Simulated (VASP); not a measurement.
MgO: single point with PBE

The system is MgO.

```
CELL_PARAMETERS angstrom
0.26790 2.27715 2.27715
2.27715 0.26790 2.27715
2.27715 2.27715 0.26790
ATOMIC_POSITIONS crystal
Mg 0.00000 0.00000 0.00000
O 0.50000 0.50000 0.50000
```

This cell differs from its parent crystal: ratio of the length along [111] to the lengths across it x 1.2, volume and fractional coordinates fixed.

```
Program             : VASP 6.6.1
Task                : single point
Functional          : PBE
Potentials or basis : VASP PAW PBE potentials, release 64 (Mg, O)
Cutoff              : 600 eV
k mesh              : 10 × 10 × 10
Occupations         : gaussian, width 0.05 eV
Spin                : no spin polarisation
```

```json
{
 "Pressure": "-1.8 GPa",
 "Band gap on the k mesh": "3.02 eV, direct"
}
```

Stress tensor (GPa, compression positive):
```
 -1.82 -21.25 -21.25
-21.25  -1.82 -21.25
-21.25 -21.25  -1.82
```

Levels at points of the mesh, in eV from the valence-band top:
```tsv
k point	band 2	band 3	band 4	band 5	band 6	band 7
(0.00, 0.00, 0.00)	-1.61	0.00	0.00	3.02	12.74	16.61
(0.50, 0.00, 0.00)	-4.81	-1.87	-0.81	6.17	11.52	14.08
(0.50, 0.50, 0.00)	-4.48	-2.49	-1.11	7.17	10.22	11.19
(0.50, 0.50, 0.50)	-5.76	-0.35	-0.35	8.32	9.37	17.92
```

Run time: 45 s on 1 thread of Intel Xeon 8259CL (shared host), peak memory 0.18 GiB.
